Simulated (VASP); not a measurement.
# WC (P-6m2) in VASP: a series of runs, part 2 of 2

VASP 6.6.1.

**3. Single point, LDA**

This run uses another cell than the first one, of 10.13 Å³/atom.

File INCAR:

```
ALGO = Normal
EDIFF = 1E-6
ENCUT = 520
GGA = CA
ISIF = 2
ISMEAR = -1
LASPH = True
LCHARG = False
LREAL = False
LWAVE = False
NBANDS = 16
NELM = 60
PREC = Accurate
SIGMA = 0.1
```

File KPOINTS:

```
k-points
0
Gamma
  12 12 11
```

File POSCAR:

```
WC
1.0
    2.8845955516      0.0000000000      0.0000000000
   -1.4422977758      2.4981330273      0.0000000000
    0.0000000000      0.0000000000      2.8125686184
W C
1 1
Direct
    0.0000000000      0.0000000000      0.0000000000
    0.6666666667      0.3333333333      0.5000000000
```

Potentials or basis: VASP PAW LDA potentials, release 64 (W_sv, C).

On the command line:

```bash
cat potpaw_LDA.64/W_sv/POTCAR potpaw_LDA.64/C/POTCAR > POTCAR
mpirun -np 1 vasp_std > vasp.out
```

OUTCAR:

```text
EDIFF = 1E-6
   ENCUT = 520
   GGA = CA
   ISIF = 2
   ISMEAR = -1
   LASPH = True
   LREAL = False
   NELM = 60
   PREC = Accurate

 ion  position               nearest neighbor table
   1  0.000  0.000  0.000-   2 2.18   2 2.18   2 2.18   2 2.18   2 2.18   2 2.18
   2  0.667  0.333  0.500-   1 2.18   1 2.18   1 2.18   1 2.18   1 2.18   1 2.18

  LATTYP: Found a hexagonal cell.
 ALAT       =     2.8845955516
 C/A-ratio  =     0.9750304915

  Lattice vectors:

[... 640 lines left out ...]

 [... further k-points ...]

------------------------ aborting loop because EDIFF is reached ----------------------------------------

  FORCE on cell =-STRESS in cart. coord.  units (eV):
  Direction    XX          YY          ZZ          XY          YZ          ZX
  --------------------------------------------------------------------------------------
  -------------------------------------------------------------------------------------
  Total        0.2984327      0.2984327      0.3564489     -0.0000000      0.0000000      0.0000000
  in kB       23.5913838     23.5913838     28.1776176     -0.0000000      0.0000000      0.0000000
  external PRESSURE =      25.1201284 kB  Pullay stress =       0.0000000 kB

 VOLUME and BASIS-vectors are now :
 -----------------------------------------------------------------------------
  energy-cutoff  :      520.00
  volume of cell :       20.27
      direct lattice vectors                 reciprocal lattice vectors
     2.884595552  0.000000000  0.000000000     0.346669050  0.200149469  0.000000000
    -1.442297776  2.498133027  0.000000000     0.000000000  0.400298939  0.000000000
     0.000000000  0.000000000  2.812568618     0.000000000  0.000000000  0.355546881

 POSITION                                       TOTAL-FORCE (eV/Angst)
 -----------------------------------------------------------------------------------
      0.00000      0.00000      0.00000        -0.000000      0.000000      0.000000
      1.44230      0.83271      1.40628         0.000000      0.000000      0.000000
 -----------------------------------------------------------------------------------
    total drift:                                0.000000     -0.000000      0.000000

  FREE ENERGIE OF THE ION-ELECTRON SYSTEM (eV)
  ---------------------------------------------------
  free  energy   TOTEN  =       -24.7048621194 eV

  energy  without entropy=      -24.6957773508  energy(sigma->0) =      -24.70031974
```

Run time: 18 s. Hardware: 1 thread of Intel Xeon 8259CL, shared host; peak memory 0.16 GiB.

What came out:

| Quantity | Value |
| --- | --- |
| Free energy | -24.7049 eV |
| Pressure | 2.5 GPa |
| Band gap on the k mesh | zero (bands 9 and 10 overlap by 1.20 eV) |

Caveat: spin-orbit coupling is left out, which moves the levels of the heavy elements.

**4. Single point, PBEsol**

This run uses another cell than the first one, of 10.29 Å³/atom.

File INCAR:

```
PREC = Accurate
ENCUT = 520
EDIFF = 1E-6
ISMEAR = -1
SIGMA = 0.1
LREAL = False
LASPH = True
NELM = 60
ALGO = Normal
ISIF = 2
LWAVE = False
LCHARG = True
GGA = PS
LELF = True
LVHAR = True
NBANDS = 16
```

File KPOINTS:

```
regular mesh
0
Gamma
  12 12 11
```

File POSCAR:

```
WC
1.0
    2.8991560339      0.0000000000      0.0000000000
   -1.4495780169      2.5107427749      0.0000000000
    0.0000000000      0.0000000000      2.8276106519
W C
1 1
Direct
    0.0000000000      0.0000000000      0.0000000000
    0.6666666667      0.3333333333      0.5000000000
```

Potentials or basis: VASP PAW PBE potentials, release 64 (W_sv, C).

On the command line:

```bash
cat potpaw_PBE.64/W_sv/POTCAR potpaw_PBE.64/C/POTCAR > POTCAR
mpirun -np 1 vasp_std > vasp.out
```

Wall time 21 s (1 thread of Intel Xeon 8259CL, shared host); peak memory 0.17 GiB.

Results (log left out):

* Free energy: -23.9058 eV
* Pressure: 1.2 GPa
* Band gap on the k mesh: zero (bands 9 and 10 overlap by 1.18 eV)

Stress tensor (GPa, compression positive):
```
1.06 0.00 0.00
0.00 1.06 0.00
0.00 0.00 1.36
```

Levels at points of the mesh, in eV from the Fermi level:
```
           k point  band 6  band 7  band 8  band 9  band 10  band 11  band 12  band 13
(0.00, 0.00, 0.00)   -4.39   -3.39   -3.39    0.11     3.25     3.25     5.68     5.68
(0.50, 0.00, 0.00)   -7.10   -3.66   -3.65   -0.46     2.34     4.56     4.94     6.91
```

Caveat: the PAW data sets were made with another functional, which shifts forces and pressure a little; spin-orbit coupling is left out, which moves the levels of the heavy elements.

**5. Single point, PBE**

This run uses another cell than the first one, of 10.53 Å³/atom.

File INCAR:

```
SYSTEM = WC
  ALGO = Normal
  EDIFF = 1E-6
  ENCUT = 520
  GGA = PE
  ISIF = 2
  ISMEAR = -1
  LASPH = .TRUE.
  LCHARG = .FALSE.
  LREAL = .FALSE.
  LWAVE = .FALSE.
  NBANDS = 16
  NELM = 60
  PREC = Accurate
  SIGMA = 0.1
```

File KPOINTS:

```
k-points
0
G
  12 12 11
  0 0 0
```

File POSCAR:

```
WC
1.0
    2.9222670930      0.0000000000      0.0000000000
   -1.4611335465      2.5307575392      0.0000000000
    0.0000000000      0.0000000000      2.8468186481
W C
1 1
Direct
    0.0000000000      0.0000000000      0.0000000000
    0.6666666667      0.3333333333      0.5000000000
```

On the command line:

```bash
cat potpaw_PBE.64/W_sv/POTCAR potpaw_PBE.64/C/POTCAR > POTCAR
mpirun -np 1 vasp_std > vasp.out
```

It took 26 s on 1 thread of Intel Xeon 8259CL, shared host; peak memory 0.17 GiB.

It converged, with:

| Quantity | Value |
| --- | --- |
| Free energy | -22.4551 eV |
| Pressure | 1.0 GPa |
| Band gap on the k mesh | zero (bands 9 and 10 overlap by 1.17 eV) |

Stress tensor (GPa, compression positive):
```
0.93 0.00 0.00
0.00 0.93 0.00
0.00 0.00 1.18
```

Levels at points of the mesh, in eV from the Fermi level:
```
           k point  band 6  band 7  band 8  band 9  band 10  band 11  band 12  band 13
(0.00, 0.00, 0.00)   -4.24   -3.30   -3.30    0.09     3.16     3.16     5.54     5.54
(0.50, 0.00, 0.00)   -6.98   -3.55   -3.52   -0.49     2.29     4.42     4.76     6.77
```

Caveat: spin-orbit coupling is left out, which moves the levels of the heavy elements.

**6. Summary**

| task | level | potentials or basis | cell | k mesh | gap on the mesh (eV) | pressure (GPa) |
| --- | --- | --- | --- | --- | --- | --- |
| relaxation of the atoms | r2SCAN | VASP PAW PBE potentials, release 64 (W_sv, C) | atoms relaxed from a = 2.913, b = 2.913, c = 2.836 Å, angles 90.0, 90.0, 120.0°, 2 atoms | 13 × 13 × 12 | none | 1.7 |
| single point | LDA | VASP PAW LDA potentials, release 64 (W_sv, C) | a = 2.885, b = 2.885, c = 2.813 Å, angles 90.0, 90.0, 120.0°, 2 atoms | 12 × 12 × 11 | none | 2.5 |
| single point | PBEsol | VASP PAW PBE potentials, release 64 (W_sv, C) | a = 2.899, b = 2.899, c = 2.828 Å, angles 90.0, 90.0, 120.0°, 2 atoms | 12 × 12 × 11 | none | 1.2 |
| single point | PBE | VASP PAW PBE potentials, release 64 (W_sv, C) | a = 2.922, b = 2.922, c = 2.847 Å, angles 90.0, 90.0, 120.0°, 2 atoms | 12 × 12 × 11 | none | 1.0 |

Alike in all rows: no spin polarisation; cutoff (eV) 520; smearing fermi-dirac 0.1 eV.

Caveats: spin-orbit coupling is left out, which moves the levels of the heavy elements; the PAW data sets were made with another functional, which shifts forces and pressure a little (at least some runs); the relaxation stopped at its first step, so nothing moved (at least some runs).

Absolute energies hang on the potentials; compare differences alone.
